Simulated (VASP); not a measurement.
# MnSb (P6_3/mmc) in VASP: a series of runs

MnSb is run at these levels: PBE+U, LDA+U, PBEsol+U; tasks: relaxation of cell and atoms, single point.

Everything below comes from runs of VASP 6.6.1. Logs are shortened: lines on timing, memory, paths and dates and some standing lists are left out, and cuts for length are marked.

### 1 The cell of the first run

Symmetry: P6_3/mmc, No. 194, hexagonal system. Conventional cell: a = 4.150 Å, b = 4.150 Å, c = 5.780 Å, α = 90.00°, β = 90.00°, γ = 120.00°. Sb (site symmetry -6m2) has 6 Mn at 2.80 Å and 6 Sb at 3.75 Å within 3.8 Å. Mn (site symmetry -3m) has 6 Sb at 2.80 Å and 2 Mn at 2.89 Å within 3.7 Å.

### 2 Relaxation of cell and atoms, PBE+U, collinear spin, ferromagnetic start

Contents of INCAR:

```
SYSTEM = MnSb
ALGO     = Normal         ! electronic algorithm
EDIFF    = 1E-6           ! SCF threshold, eV
EDIFFG   = -0.01          ! ionic threshold
ENCUT    = 600            ! plane-wave cutoff, eV
GGA      = PE             ! functional
IBRION   = 2              ! ionic algorithm
ISIF     = 3              ! what is computed and relaxed
ISMEAR   = -1             ! smearing method
ISPIN    = 2              ! spin polarisation
LASPH    = .True.         ! aspherical terms in the spheres
LCHARG   = .False.        ! write CHGCAR
LDAU     = .True.         ! DFT+U
LDAUJ    = 0 0          
LDAUL    = -1 2           ! shell
LDAUPRINT= 1            
LDAUTYPE = 2            
LDAUU    = 0 7            ! U, eV
LMAXMIX  = 4              ! l up to which the mixer works
LORBIT   = 11             ! projections on sites
LREAL    = .False.        ! projectors in reciprocal space
LWAVE    = .False.        ! write WAVECAR
MAGMOM   = 0 0 4 4        ! initial moments
NELM     = 150            ! most SCF steps
NSW      = 60             ! ionic steps
PREC     = Accurate       ! precision mode
SIGMA    = 0.05           ! smearing width, eV
```

Contents of KPOINTS:

```
k-points
0
Gamma
  7 7 5
  0 0 0
```

Contents of POSCAR:

```
MnSb
1.0
    4.1500000000      0.0000000000      0.0000000000
   -2.0750000000      3.5940054257      0.0000000000
    0.0000000000      0.0000000000      5.7800000000
Sb Mn
2 2
Direct
    0.6666666667      0.3333333333      0.7500000000
    0.3333333333      0.6666666667      0.2500000000
    0.0000000000      0.0000000000      0.5000000000
    0.0000000000      0.0000000000      0.0000000000
```

Potentials or basis: VASP PAW PBE potentials, release 64 (Sb, Mn_pv).

Launch:

```
cat potpaw_PBE.64/Sb/POTCAR potpaw_PBE.64/Mn_pv/POTCAR > POTCAR
mpirun -np 1 vasp_std > vasp.out
```

OUTCAR:

```text
SYSTEM = MnSb
   EDIFF = 1E-6
   EDIFFG = -0.01
   ENCUT = 600
   GGA = PE
   IBRION = 2
   ISIF = 3
   ISMEAR = -1
   ISPIN = 2
   LASPH = .True.
   LORBIT = 11
   LREAL = .False.
   NELM = 150
   NSW = 60
   PREC = Accurate

 ion  position               nearest neighbor table
   1  0.667  0.333  0.750-   3 2.80   4 2.80   3 2.80   4 2.80   3 2.80   4 2.80   2 3.75   2 3.75
                             2 3.75   2 3.75   2 3.75   2 3.75
   2  0.333  0.667  0.250-   3 2.80   4 2.80   3 2.80   4 2.80   3 2.80   4 2.80   1 3.75   1 3.75
                             1 3.75   1 3.75   1 3.75   1 3.75
   3  0.000  0.000  0.500-   1 2.80   2 2.80   2 2.80   1 2.80   1 2.80   2 2.80   4 2.89   4 2.89

   4  0.000  0.000  0.000-   1 2.80   2 2.80   2 2.80   1 2.80   1 2.80   2 2.80   3 2.89   3 2.89

  LATTYP: Found a hexagonal cell.
 ALAT       =     4.1500000000
 C/A-ratio  =     1.3927710843

  Lattice vectors:

 A1 = (   4.1500000000,   0.0000000000,   0.0000000000)
 A2 = (  -2.0750000000,   3.5940054257,   0.0000000000)
 A3 = (   0.0000000000,   0.0000000000,   5.7800000000)

Analysis of symmetry for initial positions (statically):
=====================================================================
 Subroutine PRICEL returns:
 Original cell was already a primitive cell.

 Routine SETGRP: Setting up the symmetry group for a
 hexagonal supercell.

 Subroutine GETGRP returns: Found 24 space group operations
 (whereof 12 operations were pure point group operations)
 out of a pool of 24 trial point group operations.

The static configuration has the point symmetry D_3d.
 The point group associated with its full space group is D_6h.

Analysis of symmetry for dynamics (positions and initial velocities):
=====================================================================
 Subroutine PRICEL returns:
 Original cell was already a primitive cell.

 Routine SETGRP: Setting up the symmetry group for a
 hexagonal supercell.

 Subroutine GETGRP returns: Found 24 space group operations
 (whereof 12 operations were pure point group operations)
 out of a pool of 24 trial point group operations.

The dynamic configuration has the point symmetry D_3d.
 The point group associated with its full space group is D_6h.

Analysis of structural, dynamic, and magnetic symmetry:
=====================================================================
 Subroutine PRICEL returns:
 Original cell was already a primitive cell.

 Routine SETGRP: Setting up the symmetry group for a
 hexagonal supercell.

 Subroutine GETGRP returns: Found 24 space group operations
 (whereof 12 operations were pure point group operations)
 out of a pool of 24 trial point group operations.

The overall configuration has the point symmetry D_3d.
 The point group associated with its full space group is D_6h.

 Subroutine INISYM returns: Found 24 space group operations
 (whereof 12 operations are pure point group operations),
 and found     1 'primitive' translations

----------------------------------------------------------------------------------------

                                     Primitive cell

  volume of cell :      86.2094

  direct lattice vectors                    reciprocal lattice vectors
     4.150000000  0.000000000  0.000000000     0.240963855  0.139120547  0.000000000
    -2.075000000  3.594005426  0.000000000     0.000000000  0.278241094  0.000000000
     0.000000000  0.000000000  5.780000000     0.000000000  0.000000000  0.173010381

  length of vectors
     4.150000000  4.150000000  5.780000000     0.278241094  0.278241094  0.173010381

  position of ions in fractional coordinates (direct lattice)
     0.666666667  0.333333333  0.750000000
     0.333333333  0.666666667  0.250000000
     0.000000000  0.000000000  0.500000000
     0.000000000  0.000000000  0.000000000

  ion indices of the primitive-cell ions
   primitive index   ion index
[... 248 lines left out ...]

 spin component 1

 k-point     1 :       0.0000    0.0000    0.0000
  band No.  band energies     occupation
      1     -41.5312      1.00000
      2     -41.4797      1.00000
      3     -40.6031      1.00000
      4     -40.6031      1.00000
      5     -40.5984      1.00000
      6     -40.5983      1.00000
[... 1384 lines left out ...]
     25      10.9792      0.00000
     26      11.1224      0.00000

[... ionic steps 4 to 9 ...]

--------------------------------------- Ionic step       10  -------------------------------------------

 number of electron      35.9999974 magnetization      -4.6303445

------------------------ aborting loop because EDIFF is reached ----------------------------------------
[... 65 lines left out ...]
  FREE ENERGIE OF THE ION-ELECTRON SYSTEM (eV)
  ---------------------------------------------------
  free  energy   TOTEN  =       -16.8920494291 eV

  energy  without entropy=      -16.8717609369  energy(sigma->0) =      -16.88190518

atom =   3  type =  2  l = 2

 onsite density matrix

spin component  1

  0.0457  0.0000  0.0000  0.0384  0.0000
  0.0000  0.0615 -0.0000 -0.0000  0.0384
  0.0000 -0.0000  0.9177 -0.0000 -0.0000
  0.0384 -0.0000 -0.0000  0.0615  0.0000
  0.0000  0.0384 -0.0000  0.0000  0.0457

spin component  2

  0.9294 -0.0000 -0.0000 -0.0053 -0.0000
 -0.0000  0.9279  0.0000  0.0000 -0.0053
 -0.0000  0.0000  0.0529  0.0000 -0.0000
 -0.0053  0.0000  0.0000  0.9279 -0.0000
 -0.0000 -0.0053 -0.0000 -0.0000  0.9294

 occupancies and eigenvectors

  o =  0.0144  v = -0.0001 -0.6315  0.0000  0.0001  0.7754  0.0000  0.0000  0.0000  0.0000  0.0000      0.0000  0.0000  0.0000  0.0000  0.0000  0.0000  0.0000  0.0000  0.0000  0.0000
  o =  0.0144  v =  0.7754 -0.0001  0.0000 -0.6315  0.0001  0.0000  0.0000  0.0000  0.0000  0.0000      0.0000  0.0000  0.0000  0.0000  0.0000  0.0000  0.0000  0.0000  0.0000  0.0000
  o =  0.0529  v =  0.0000  0.0000  0.0000  0.0000  0.0000  0.0000  0.0000  1.0000  0.0000  0.0000      0.0000  0.0000  0.0000  0.0000  0.0000  0.0000  0.0000  0.0000  0.0000  0.0000
  o =  0.0928  v =  0.0000 -0.7754 -0.0000  0.0001 -0.6315  0.0000  0.0000  0.0000  0.0000  0.0000      0.0000  0.0000  0.0000  0.0000  0.0000  0.0000  0.0000  0.0000  0.0000  0.0000
  o =  0.0928  v =  0.6315  0.0001 -0.0000  0.7754  0.0000  0.0000  0.0000  0.0000  0.0000  0.0000      0.0000  0.0000  0.0000  0.0000  0.0000  0.0000  0.0000  0.0000  0.0000  0.0000
  o =  0.9177  v = -0.0000  0.0000 -1.0000  0.0000  0.0000  0.0000  0.0000  0.0000  0.0000  0.0000      0.0000  0.0000  0.0000  0.0000  0.0000  0.0000  0.0000  0.0000  0.0000  0.0000
  o =  0.9233  v =  0.0000  0.0000  0.0000  0.0000  0.0000 -0.0000  0.7542 -0.0000 -0.0000  0.6567      0.0000  0.0000  0.0000  0.0000  0.0000  0.0000  0.0000  0.0000  0.0000  0.0000
  o =  0.9233  v =  0.0000  0.0000  0.0000  0.0000  0.0000 -0.6567 -0.0000  0.0000 -0.7542 -0.0000      0.0000  0.0000  0.0000  0.0000  0.0000  0.0000  0.0000  0.0000  0.0000  0.0000
  o =  0.9340  v =  0.0000  0.0000  0.0000  0.0000  0.0000 -0.0000 -0.6567 -0.0000  0.0000  0.7542      0.0000  0.0000  0.0000  0.0000  0.0000  0.0000  0.0000  0.0000  0.0000  0.0000
  o =  0.9340  v =  0.0000  0.0000  0.0000  0.0000  0.0000  0.7542 -0.0000 -0.0000 -0.6567  0.0000      0.0000  0.0000  0.0000  0.0000  0.0000  0.0000  0.0000  0.0000  0.0000  0.0000

atom =   4  type =  2  l = 2

 onsite density matrix

spin component  1

  0.0457 -0.0000  0.0000 -0.0384  0.0000
 -0.0000  0.0615  0.0000 -0.0000 -0.0384
  0.0000  0.0000  0.9177  0.0000 -0.0000
 -0.0384 -0.0000  0.0000  0.0615  0.0000
  0.0000 -0.0384 -0.0000  0.0000  0.0457

spin component  2

  0.9294  0.0000 -0.0000  0.0053 -0.0000
  0.0000  0.9279 -0.0000  0.0000  0.0053
 -0.0000 -0.0000  0.0529 -0.0000 -0.0000
  0.0053  0.0000 -0.0000  0.9279 -0.0000
 -0.0000  0.0053 -0.0000 -0.0000  0.9294

 occupancies and eigenvectors

  o =  0.0144  v = -0.0003  0.6315  0.0000 -0.0002  0.7754  0.0000  0.0000  0.0000  0.0000  0.0000      0.0000  0.0000  0.0000  0.0000  0.0000  0.0000  0.0000  0.0000  0.0000  0.0000
  o =  0.0144  v =  0.7754  0.0002  0.0000  0.6315  0.0003  0.0000  0.0000  0.0000  0.0000  0.0000      0.0000  0.0000  0.0000  0.0000  0.0000  0.0000  0.0000  0.0000  0.0000  0.0000
  o =  0.0529  v =  0.0000  0.0000  0.0000  0.0000  0.0000  0.0000 -0.0000  1.0000  0.0000  0.0000      0.0000  0.0000  0.0000  0.0000  0.0000  0.0000  0.0000  0.0000  0.0000  0.0000
  o =  0.0928  v =  0.0000  0.7754 -0.0000 -0.0000 -0.6315  0.0000  0.0000  0.0000  0.0000  0.0000      0.0000  0.0000  0.0000  0.0000  0.0000  0.0000  0.0000  0.0000  0.0000  0.0000
  o =  0.0928  v = -0.6315  0.0000 -0.0000  0.7754 -0.0000  0.0000  0.0000  0.0000  0.0000  0.0000      0.0000  0.0000  0.0000  0.0000  0.0000  0.0000  0.0000  0.0000  0.0000  0.0000
  o =  0.9177  v =  0.0000  0.0000  1.0000  0.0000 -0.0000  0.0000  0.0000  0.0000  0.0000  0.0000      0.0000  0.0000  0.0000  0.0000  0.0000  0.0000  0.0000  0.0000  0.0000  0.0000
  o =  0.9233  v =  0.0000  0.0000  0.0000  0.0000  0.0000 -0.0000  0.7542  0.0000  0.0000 -0.6567      0.0000  0.0000  0.0000  0.0000  0.0000  0.0000  0.0000  0.0000  0.0000  0.0000
  o =  0.9233  v =  0.0000  0.0000  0.0000  0.0000  0.0000 -0.6567 -0.0000  0.0000  0.7542  0.0000      0.0000  0.0000  0.0000  0.0000  0.0000  0.0000  0.0000  0.0000  0.0000  0.0000
  o =  0.9340  v =  0.0000  0.0000  0.0000  0.0000  0.0000  0.0000  0.6567 -0.0000  0.0000  0.7542      0.0000  0.0000  0.0000  0.0000  0.0000  0.0000  0.0000  0.0000  0.0000  0.0000
  o =  0.9340  v =  0.0000  0.0000  0.0000  0.0000  0.0000  0.7542 -0.0000  0.0000  0.6567 -0.0000      0.0000  0.0000  0.0000  0.0000  0.0000  0.0000  0.0000  0.0000  0.0000  0.0000

--------------------------------------- Ionic step       12  -------------------------------------------

 number of electron      35.9999974 magnetization      -4.6321825

 Free energy of the ion-electron system (eV)
  ---------------------------------------------------
  ext. energy  EPLUGINS =         0.00000000
  ---------------------------------------------------
  free energy    TOTEN  =       -16.89216825 eV

  energy without entropy =      -16.87195806  energy(sigma->0) =      -16.88206315

 E-fermi :   6.1861     XC(G=0):  -9.9573

 val. band max:        6.1622617546   @ k =   0.1429   0.1429   0.2000
 cond. band min:       6.2402971103   @ k =   0.1429   0.0000   0.0000
 fundamental gap:      0.0780353557
 Fermi energy:         6.1861299632

 spin component 1

 k-point     1 :       0.0000    0.0000    0.0000
  band No.  band energies     occupation
      1     -41.6651      1.00000
      2     -41.6248      1.00000
      3     -40.7379      1.00000
      4     -40.7379      1.00000
      5     -40.7342      1.00000
      6     -40.7342      1.00000
[... 1415 lines left out ...]
  FREE ENERGIE OF THE ION-ELECTRON SYSTEM (eV)
  ---------------------------------------------------
  free  energy   TOTEN  =       -16.8921682497 eV

  energy  without entropy=      -16.8719580590  energy(sigma->0) =      -16.88206315

 reached required accuracy - stopping structural energy minimisation

 total charge

# of ion       s       p       d       tot
------------------------------------------
    1        1.162   1.268   0.022   2.451
    2        1.162   1.268   0.022   2.451
    3        0.271   6.184   4.882  11.337
    4        0.271   6.184   4.882  11.337
--------------------------------------------------
tot          2.865  14.904   9.809  27.578

 magnetization (x)

# of ion       s       p       d       tot
------------------------------------------
    1       -0.012   0.241  -0.003   0.226
    2       -0.012   0.241  -0.003   0.226
    3       -0.036  -0.017  -2.630  -2.684
    4       -0.036  -0.017  -2.630  -2.684
--------------------------------------------------
tot         -0.096   0.447  -5.266  -4.915
```

Run time: 47 min. Hardware: 1 thread of Intel Xeon 8259CL, shared host; peak memory 0.33 GiB.

Results:

```
Free energy                                           : -16.8922 eV
Relaxed volume                                        : 24.83 Å³/atom
Relaxed cell                                          : a = 4.298 Å, b = 4.298 Å, c = 6.211 Å, α = 90.00°, β = 90.00°, γ = 120.00°
Space group after relaxing (to 0.1 Å)                 : P6_3/mmc (No. 194)
Pressure after relaxing                               : 0.1 GPa
Net moment                                            : -4.63 μB per cell
Site moments                                          : Sb +0.23; Mn -2.68 μB
Valence electrons inside the program's atomic spheres : Sb 2.45; Mn 11.34
```

Final structure:
```
CELL_PARAMETERS angstrom
4.29762 0.00000 0.00000
-2.14881 3.72184 0.00000
0.00000 0.00000 6.21064
ATOMIC_POSITIONS crystal
Sb 0.66667 0.33333 0.75000
Sb 0.33333 0.66667 0.25000
Mn 0.00000 0.00000 0.50000
Mn 0.00000 0.00000 0.00000
```

Levels at points of the mesh, in eV from the Fermi level:
Spin up:
```tsv
k point	band 13	band 14	band 15	band 16	band 17	band 18	band 19	band 20
(0.00, 0.00, 0.00)	-1.25	0.42	0.42	1.85	2.25	2.25	2.29	2.29
```
Spin down:
| k point | band 16 | band 17 | band 18 | band 19 | band 20 | band 21 | band 22 | band 23 | band 24 | band 25 |
| --- | --- | --- | --- | --- | --- | --- | --- | --- | --- | --- |
| (0.00, 0.00, 0.00) | -5.46 | -4.69 | 0.17 | 0.57 | 0.57 | 1.24 | 1.24 | 2.19 | 2.95 | 2.97 |

Eigenvalues of the final occupation matrices:
```tsv
site	spin	trace	eigenvalues
site 3 d	1	1.13	0.01 0.01 0.09 0.09 0.92
site 3 d	2	3.77	0.05 0.92 0.92 0.93 0.93
site 4 d	1	1.13	0.01 0.01 0.09 0.09 0.92
site 4 d	2	3.77	0.05 0.92 0.92 0.93 0.93
```

Caveat: the volume moved by over 15 % at a fixed basis, so the end points are rough; spin-orbit coupling is left out, which moves the levels of the heavy elements; the run started ferromagnetic, and an antiferromagnetic order may lie lower in energy; the U is typed as a test and isn't derived for this compound.

(Part 1 of 2 ends here.)
